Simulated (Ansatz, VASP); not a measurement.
KZnF3: VASP beside Ansatz

```
CELL_PARAMETERS angstrom
4.05000 0.00000 0.00000
0.00000 4.05000 0.00000
0.00000 0.00000 4.05000
ATOMIC_POSITIONS crystal
K 0.00000 0.00000 0.00000
Zn 0.50000 0.50000 0.50000
F 0.47381 0.47381 0.96296
F 0.00000 0.50000 0.50000
F 0.50000 0.00000 0.50000
```

Alike in both runs: task single point; functional r2SCAN; k mesh 6 × 6 × 6; occupations gaussian, width 0.05 eV; no spin polarisation.

|  | VASP | Ansatz |
| --- | --- | --- |
| version | VASP 6.6.1 | Ansatz 0.2.0 |
| potentials or method | VASP PAW PBE potentials, release 64 (K_sv, Zn, F), cutoff 520 eV | scalar-relativistic, plane waves, PAW |
| valence electrons in the cell | 42 | 42 |

```tsv
	VASP	Ansatz	Ansatz less VASP
gap on the k mesh at the Fermi level (eV)	4.53	4.58	+0.055
least direct gap on the mesh (eV)	6.41	6.45	+0.034
pressure (GPa)	1.4	1.1	-0.32
traceless stress, the component that is largest in VASP (GPa)	1.84	1.74	-0.106
rms of the force components (eV/Å)	0.589	0.554	-0.0349
```

VASP's potentials were made for PBE, not for r2SCAN. Atom by atom the forces differ by 0.036 eV/Å (rms over components). With one functional, cell and mesh, what is left measures potentials, basis and numerics.
